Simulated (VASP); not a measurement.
# BN (P1) in VASP: single point with PBE

Aim: the single point of BN with PBE.

Program: VASP 6.6.1. These are calculated values, not measurements. Logs are shortened: lines on timing, memory, paths and dates and some standing lists are left out, and cuts for length are marked.

**1. The cell of the first run**

The typed cell holds 4 atoms: a = 2.467 Å, b = 2.571 Å, c = 6.524 Å, α = 89.64°, β = 84.74°, γ = 121.57°.

**2. Single point, PBE (atoms moved at random and the cell strained at random)**

File INCAR:

```
PREC = Accurate
ENCUT = 520
EDIFF = 1E-6
ISMEAR = 0
SIGMA = 0.05
LREAL = False
LASPH = True
NELM = 80
ALGO = Normal
ISIF = 2
LWAVE = False
LCHARG = True
GGA = PE
LELF = True
LVHAR = True
NBANDS = 16
```

File KPOINTS:

```
Automatic mesh
0
Gamma
  12 12 4
```

File POSCAR:

```
BN
1.0
    2.4637201707     -0.0657119027      0.1138685033
   -1.2887682625      2.2243948303      0.0079736695
    0.3029166882      0.1993823251      6.5134826608
B N
2 2
Direct
    0.3528513304      0.6805349922      0.2555026090
    0.6454464857      0.3293425136      0.7467827214
    0.3349869978      0.6698666984      0.7535962121
    0.6667151861      0.3202557958      0.2441184575
```

Potentials or basis: VASP PAW PBE potentials, release 64 (B, N).

The run is started by

```bash
$ cat potpaw_PBE.64/B/POTCAR potpaw_PBE.64/N/POTCAR > POTCAR
$ mpirun -np 1 vasp_std > vasp.out
```

OUTCAR:

```text
PREC = Accurate
   ENCUT = 520
   EDIFF = 1E-6
   ISMEAR = 0
   LREAL = False
   LASPH = True
   NELM = 80
   ISIF = 2
   GGA = PE

 ion  position               nearest neighbor table
   1  0.353  0.681  0.256-   4 1.40   4 1.45   4 1.48
   2  0.645  0.329  0.747-   3 1.43   3 1.45   3 1.46
   3  0.335  0.670  0.754-   2 1.43   2 1.45   2 1.46
   4  0.667  0.320  0.244-   1 1.40   1 1.45   1 1.48

  LATTYP: Found a triclinic cell.
 ALAT       =     2.4607457170
 B/A-ratio  =     1.0447166003
 C/A-ratio  =     2.6510541739
 COS(alpha) =     0.0062640263
 COS(beta)  =     0.0984207100
 COS(gamma) =     0.5198344714

  Lattice vectors:

 A1 = (   1.1749519082,   2.1586829276,   0.1218421728)
 A2 = (  -1.2887682625,   2.2243948303,   0.0079736695)
 A3 = (   0.3029166882,   0.1993823251,   6.5134826608)

Analysis of symmetry for initial positions (statically):
=====================================================================
 Subroutine PRICEL returns:
 Original cell was already a primitive cell.

 Routine SETGRP: Setting up the symmetry group for a
 triclinic supercell.

 Subroutine GETGRP returns: Found  1 space group operations
 (whereof  1 operations were pure point group operations)
 out of a pool of  2 trial point group operations.

The static configuration has the point symmetry C_1 .

Analysis of symmetry for dynamics (positions and initial velocities):
=====================================================================
 Subroutine PRICEL returns:
 Original cell was already a primitive cell.

 Routine SETGRP: Setting up the symmetry group for a
 triclinic supercell.

 Subroutine GETGRP returns: Found  1 space group operations
 (whereof  1 operations were pure point group operations)
 out of a pool of  2 trial point group operations.

The dynamic configuration has the point symmetry C_1 .

 Subroutine INISYM returns: Found  1 space group operations
 (whereof  1 operations are pure point group operations),
 and found     1 'primitive' translations

----------------------------------------------------------------------------------------

                                     Primitive cell

  volume of cell :      35.0341

  direct lattice vectors                    reciprocal lattice vectors
     2.463720171 -0.065711903  0.113868503     0.413510709  0.239674769 -0.026567386
    -1.288768263  2.224394830  0.007973670     0.012865093  0.457066543 -0.014589436
     0.302916688  0.199382325  6.513482661    -0.007244731 -0.004749518  0.154010008

  length of vectors
     2.467225399  2.570781900  6.523570204     0.478686669  0.457480258  0.154253450

  position of ions in fractional coordinates (direct lattice)
     0.352851330  0.680534992  0.255502609
     0.645446486  0.329342514  0.746782721
     0.334986998  0.669866698  0.753596212
     0.666715186  0.320255796  0.244118458

  ion indices of the primitive-cell ions
   primitive index   ion index
                 1           1
                 2           2
                 3           3
                 4           4

----------------------------------------------------------------------------------------

 KPOINTS: Automatic mesh

Automatic generation of k-mesh.
 Grid dimensions read from file:
 generate k-points for:   12   12    4

 Generating k-lattice:

  Cartesian coordinates                     Fractional coordinates (reciprocal lattice)
     0.034459226  0.019972897 -0.002213949     0.083333333  0.000000000 -0.000000000
     0.001072091  0.038088879 -0.001215786     0.000000000  0.083333333  0.000000000
    -0.001811183 -0.001187380  0.038502502    -0.000000000  0.000000000  0.250000000

  Length of vectors
     0.039890556  0.038123355  0.038563362

  Shift w.r.t. Gamma in fractional coordinates (k-lattice)
     0.000000000  0.000000000  0.000000000

 Subroutine IBZKPT returns following result:
 ===========================================

 Found    292 irreducible k-points:

 Following reciprocal coordinates:
            Coordinates               Weight
  0.000000  0.000000  0.000000      1.000000
  0.083333  0.000000  0.000000      2.000000
  0.166667  0.000000  0.000000      2.000000
  0.250000  0.000000  0.000000      2.000000
  0.333333  0.000000  0.000000      2.000000
  0.416667  0.000000 -0.000000      2.000000
[... 16 lines left out ...]
  0.250000  0.166667  0.000000      2.000000
  0.333333  0.166667  0.000000      2.000000
 [... further k-points ...]
   k-points           NKPTS =    292   k-points in BZ     NKDIM =    292   number of bands    NBANDS=     16
   number of dos      NEDOS =    301   number of ions     NIONS =      4
   total plane-waves  NPLWV =  18000
   dimension x,y,z NGX =    18 NGY =   20 NGZ =   50
   dimension x,y,z NGXF=    36 NGYF=   40 NGZF=  100
   ions per type =               2   2
   NGX,Y,Z   is equivalent  to a cutoff of  12.13, 12.93, 12.74 a.u.
   NGXF,Y,Z  is equivalent  to a cutoff of  24.26, 25.87, 25.48 a.u.
 SYSTEM =  unknown system
   PREC   = accura    normal or accurate (medium, high low for compatibility)
   ISTART =      0    job   : 0-new  1-cont  2-samecut
   ICHARG =      2    charge: 1-file 2-atom 10-const
   ISPIN  =      1    spin polarized calculation?
   LNONCOLLINEAR =      F non collinear calculations
   LSORBIT =      F    spin-orbit coupling
   LASPH  =      T    aspherical Exc in radial PAW
   ENCUT  =  520.0 eV  38.22 Ry    6.18 a.u.   4.59  4.78 12.13*2*pi/ulx,y,z
   NELM   =     80;   NELMIN=  2; NELMDL= -5     # of ELM steps
   EDIFF  = 0.1E-05   stopping-criterion for ELM
   LREAL  =      F    real-space projection
   EDIFFG = 0.1E-04   stopping-criterion for IOM
   NSW    =      0    number of steps for IOM
   IBRION =     -1    ionic relax: 0-MD 1-quasi-New 2-CG
   NFREE  =      0    steps in history (QN), initial steepest desc. (CG)
   ISIF   =      2    stress and relaxation
   ISYM   =      2    0-nonsym 1-usesym 2-fastsym
   POTIM  = 0.5000    time-step for ionic-motion
   TEBEG  =    0.0;   TEEND  =   0.0 temperature during run
   PSTRESS=    0.0 pullay stress
   NELECT =      16.0000    total number of electrons
   NUPDOWN=      -1.0000    fix difference up-down
   EMIN   =  10.00;   EMAX   =-10.00  energy-range for DOS
   EFERMI =   0.00;   METHOD = LEGACY
   ISMEAR =     0;   SIGMA  =   0.05  broadening in eV -4-tet -1-fermi 0-gaus
   EFERMI_NEDOS =   21; number of points for ismear=-14 and -15
   IALGO  =     38    algorithm
   IMIX   =      4    mixing-type and parameters
     AMIX     =   0.40;   BMIX     =  1.00
     AMIX_MAG =   1.60;   BMIX_MAG =  1.00
  volume/ion in A,a.u.               =       8.76        59.11
  Fermi-wavevector in a.u.,A,eV,Ry     =   1.260718  2.382411 21.625231  1.589410
  Thomas-Fermi vector in A             =   2.394213
   LORBIT       =      0    0 simple, 1 ext, 2 COOP (PROOUT), +10 PAW based schemes
   GGA     = PE    functional components
   LHFCALC =     F    Hartree Fock is set to
   AEXX    =    0.0000 exact exchange contribution
   IVDW    =     0    specifies the selected vdW correction
   LEPSILON=     F    determine dielectric tensor
   LRPA    =     F    only Hartree local field effects (RPA)
 non-spin polarized calculation
 Gauss-broadening in eV      SIGMA  =   0.05
  energy-cutoff  :      520.00
  volume of cell :       35.03
 maximum number of plane-waves:       958
   NGX =  9   NGY =  9   NGZ = 25

 number of electron      16.0000002 magnetization

 Free energy of the ion-electron system (eV)
  ---------------------------------------------------
  ext. energy  EPLUGINS =         0.00000000
  ---------------------------------------------------
  free energy    TOTEN  =       -34.85426429 eV

  energy without entropy =      -34.85426429  energy(sigma->0) =      -34.85426429

 E-fermi :   2.8931     XC(G=0): -10.2560

 val. band max:        2.6751484893   @ k =   0.3333   0.3333   0.5000
 cond. band min:       6.4920714997   @ k =   0.0000   0.5000   0.2500
 fundamental gap:      3.8169230104
 Fermi energy:         2.8931009197

 k-point     1 :       0.0000    0.0000    0.0000
  band No.  band energies     occupation
      1     -15.3546      2.00000
      2     -15.0015      2.00000
      3      -3.8504      2.00000
      4      -1.4564      2.00000
      5       0.4498      2.00000
      6       0.5286      2.00000
[... 8 lines left out ...]
     15      15.1938      0.00000
     16      15.8239      0.00000

 k-point     2 :       0.0833    0.0000    0.0000
  band No.  band energies     occupation
      1     -15.2053      2.00000
      2     -14.8590      2.00000
      3      -3.6485      2.00000
      4      -1.2881      2.00000
      5       0.1503      2.00000
      6       0.2532      2.00000
[... 8 lines left out ...]
     15      15.3476      0.00000
     16      16.1258      0.00000

 k-point     3 :       0.1667    0.0000    0.0000
  band No.  band energies     occupation
      1     -14.7646      2.00000
      2     -14.4386      2.00000
      3      -3.0515      2.00000
      4      -0.7996      2.00000
      5      -0.6631      2.00000
      6      -0.4373      2.00000
[... 8 lines left out ...]
     15      16.8468      0.00000
     16      17.2613      0.00000

 k-point     4 :       0.2500    0.0000    0.0000
  band No.  band energies     occupation
      1     -14.0587      2.00000
      2     -13.7671      2.00000
      3      -2.1917      2.00000
      4      -2.0658      2.00000
      5      -1.9635      2.00000
      6      -1.1735      2.00000
[... 8 lines left out ...]
     15      18.5862      0.00000
     16      19.1437      0.00000
[... 324 lines left out ...]
 k-point    22 :       0.1667    0.1667    0.0000
  band No.  band energies     occupation
      1     -13.7272      2.00000
      2     -13.4555      2.00000
      3      -3.2859      2.00000
      4      -3.0556      2.00000
      5      -1.5785      2.00000
      6      -1.3421      2.00000
[... 8 lines left out ...]
     15      17.5174      0.00000
     16      17.6926      0.00000

 k-point    23 :       0.2500    0.1667    0.0000
  band No.  band energies     occupation
      1     -12.8677      2.00000
      2     -12.6494      2.00000
      3      -4.3379      2.00000
      4      -4.1994      2.00000
      5      -2.5960      2.00000
      6      -2.3289      2.00000
[... 8 lines left out ...]
     15      17.6721      0.00000
     16      19.1379      0.00000

 k-point    24 :       0.3333    0.1667    0.0000
  band No.  band energies     occupation
      1     -12.0102      2.00000
      2     -11.8731      2.00000
      3      -5.3813      2.00000
      4      -5.3213      2.00000
      5      -3.3334      2.00000
      6      -3.1645      2.00000
[... 8 lines left out ...]
     15      17.9445      0.00000
     16      20.2951      0.00000

 [... further k-points ...]
[... 5 lines left out ...]
  --------------------------------------------------------------------------------------
  -------------------------------------------------------------------------------------
  Total        2.5358652      0.3745065      0.7599039      3.1725599     -0.1318017      0.0168520
  in kB      115.9700985     17.1269159     34.7519005    145.0873997     -6.0275511      0.7706756
  external PRESSURE =      55.9496383 kB  Pullay stress =       0.0000000 kB

 VOLUME and BASIS-vectors are now :
 -----------------------------------------------------------------------------
  energy-cutoff  :      520.00
  volume of cell :       35.03
      direct lattice vectors                 reciprocal lattice vectors
     2.463720171 -0.065711903  0.113868503     0.413510709  0.239674769 -0.026567386
    -1.288768263  2.224394830  0.007973670     0.012865093  0.457066543 -0.014589436
     0.302916688  0.199382325  6.513482661    -0.007244731 -0.004749518  0.154010008

 POSITION                                       TOTAL-FORCE (eV/Angst)
 -----------------------------------------------------------------------------------
      0.06967      1.54153      1.70982        -0.169632     -2.348218     -1.067410
      1.39197      0.83907      4.94028         1.406434      0.316187      0.711805
      0.19029      1.61829      4.95202        -1.383593     -0.310494     -0.745621
      1.30381      0.71724      1.66853         0.146791      2.342524      1.101226
 -----------------------------------------------------------------------------------
    total drift:                               -0.000514      0.000408     -0.000032

  FREE ENERGIE OF THE ION-ELECTRON SYSTEM (eV)
  ---------------------------------------------------
  free  energy   TOTEN  =       -34.8542642931 eV

  energy  without entropy=      -34.8542642931  energy(sigma->0) =      -34.85426429
```

It took 58 s on 1 thread of Intel Xeon 6975P-C (Granite Rapids), shared host; peak memory 0.24 GiB.

What came out:

```yaml
Free_energy: -34.8543 eV
Pressure: 5.6 GPa
Largest_force: 2.593 eV/Å
Band_gap_on_the_k_mesh: 3.82 eV, indirect (least direct gap 4.13 eV)
```

Forces on the atoms (eV/Å):
```
B   -0.170 -2.348 -1.067
B    1.406  0.316  0.712
N   -1.384 -0.310 -0.746
N    0.147  2.343  1.101
```

Levels at points of the mesh, in eV from the valence-band top:
| k point | band 5 | band 6 | band 7 | band 8 | band 9 | band 10 | band 11 | band 12 |
| --- | --- | --- | --- | --- | --- | --- | --- | --- |
| (0.00, 0.00, 0.00) | -2.23 | -2.15 | -0.73 | -0.58 | 5.12 | 10.49 | 10.50 | 11.09 |
| (0.50, 0.00, 0.00) | -5.12 | -5.00 | -1.39 | -0.48 | 4.50 | 5.94 | 8.45 | 8.52 |
| (0.00, 0.50, 0.00) | -3.87 | -3.57 | -1.68 | -0.58 | 3.84 | 5.02 | 9.90 | 10.48 |
| (0.50, 0.50, 0.00) | -3.96 | -3.70 | -1.86 | -0.63 | 3.85 | 5.39 | 9.84 | 10.51 |
| (0.00, 0.00, 0.50) | -2.22 | -2.15 | -0.73 | -0.59 | 7.16 | 8.16 | 10.66 | 11.15 |
| (0.50, 0.00, 0.50) | -5.11 | -5.01 | -1.15 | -0.70 | 4.51 | 5.66 | 8.51 | 8.61 |
| (0.00, 0.50, 0.50) | -3.86 | -3.58 | -1.24 | -0.94 | 3.86 | 4.59 | 10.27 | 10.43 |
| (0.50, 0.50, 0.50) | -3.96 | -3.71 | -1.36 | -1.12 | 4.13 | 4.71 | 10.24 | 10.44 |

Caveat: the cell differs from its parent crystal (atoms moved at random and the cell strained at random); forces of over 1 eV/Å act on the atoms, so gaps and moduli don't describe the material at rest. A k mesh can miss the band edges.
